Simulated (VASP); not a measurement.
Crystal: AlN.

```
Al N
1.0
     0.00000    2.22683    2.22683
     2.22683    0.00000    2.22683
     2.22683    2.22683    0.00000
Al N
1 1
Direct
  0.00000 0.00000 0.00000
  0.25000 0.25000 0.25000
```

Base run:

```yaml
Program: VASP 6.6.1
Functional: SVWN5
Potentials_or_basis: VASP PAW PBE potentials, release 64 (Al, N)
Cutoff: 520 eV
k_mesh: 10 × 10 × 10
Occupations: fermi-dirac, width 0.05 eV
Spin: no spin polarisation
```

Its results: band gap on the k mesh 3.20 eV, indirect (least direct gap 3.72 eV); pressure -13.3 GPa.

Task: After a change of settings the same cell gave: band gap on the k mesh 3.63 eV, indirect (least direct gap 3.96 eV); pressure -3.1 GPa. Which change was it?
A. functional from SVWN5 to LDA; potentials or basis from VASP PAW PBE potentials, release 64 (Al, N) to VASP PAW LDA potentials, release 64 (Al, N)
B. functional from SVWN5 to PBE; further incar settings from ALGO = Normal; EDIFF = 1e-06; NBANDS = 11 to ALGO = Normal; EDIFF = 1e-07; NBANDS = 11
C. functional from SVWN5 to BLYP
D. functional from SVWN5 to HF; k mesh from 10 × 10 × 10 to 5 × 5 × 5

Result: C.

BLYP binds less tightly than SVWN5, so the same cell stands under more pressure.

Caveats: the PAW data sets were made with another functional, which shifts forces and pressure a little.
